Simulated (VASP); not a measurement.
Here is a VASP 6.6.1 calculation.

POSCAR

```
TaN
1.0
    0.0000000000      2.1937035357      2.1937035357
    2.1937035357      0.0000000000      2.1937035357
    2.1937035357      2.1937035357      0.0000000000
Ta N
1 1
Direct
    0.5000000000      0.5000000000      0.5000000000
    0.0000000000      0.0000000000      0.0000000000
```

Contents of INCAR.step1:

```
PREC     = Accurate       # precision mode
ENCUT    = 520            # plane-wave cutoff, eV
ISMEAR   = -1             # smearing method
SIGMA    = 0.05           # smearing width, eV
LREAL    = False          # projectors in reciprocal space
LASPH    = True           # aspherical terms in the spheres
NELM     = 100            # most SCF steps
NBANDS   = 15             # bands
GGA      = PE             # functional
ALGO     = Normal         # electronic algorithm
EDIFF    = 1E-4           # SCF threshold, eV
LWAVE    = True           # write WAVECAR
LCHARG   = False          # write CHGCAR
```

INCAR.step2

```
PREC     = Accurate       # precision mode
ENCUT    = 520            # plane-wave cutoff, eV
EDIFF    = 1E-6           # SCF threshold, eV
ISMEAR   = -1             # smearing method
SIGMA    = 0.05           # smearing width, eV
LREAL    = False          # projectors in reciprocal space
LASPH    = True           # aspherical terms in the spheres
NELM     = 100            # most SCF steps
ALGO     = Normal         # electronic algorithm
ISIF     = 2              # what is computed and relaxed
LWAVE    = False          # write WAVECAR
LCHARG   = False          # write CHGCAR
METAGGA  = R2SCAN         # meta-GGA
LMIXTAU  = True         
LUSE_VDW = True         
IVDW_NL  = 2            
BPARAM   = 11.95        
CPARAM   = 0.0093       
NBANDS   = 15             # bands
ISTART   = 1
```

KPOINTS

```
Automatic mesh
0
Gamma
  11 11 11
```

Potentials or basis: VASP PAW PBE potentials, release 64 (Ta_pv, N).

Command:

```sh
$ cat potpaw_PBE.64/Ta_pv/POTCAR potpaw_PBE.64/N/POTCAR > POTCAR
$ cp INCAR.step1 INCAR
$ mpirun -np 1 vasp_std > vasp.out
$ cp INCAR.step2 INCAR
$ mpirun -np 1 vasp_std > vasp.out
```

(1) What does it give for the band gap on the k mesh?

(2) Estimate the pressure.

Results:

(1) zero (band 8 reaches 11.45 eV, above the bottom of band 9 at 7.50 eV).

(2) 2.7 GPa.

Caveat: the PAW data sets were made with another functional, which shifts forces and pressure a little; spin-orbit coupling is left out, which moves the levels of the heavy elements.
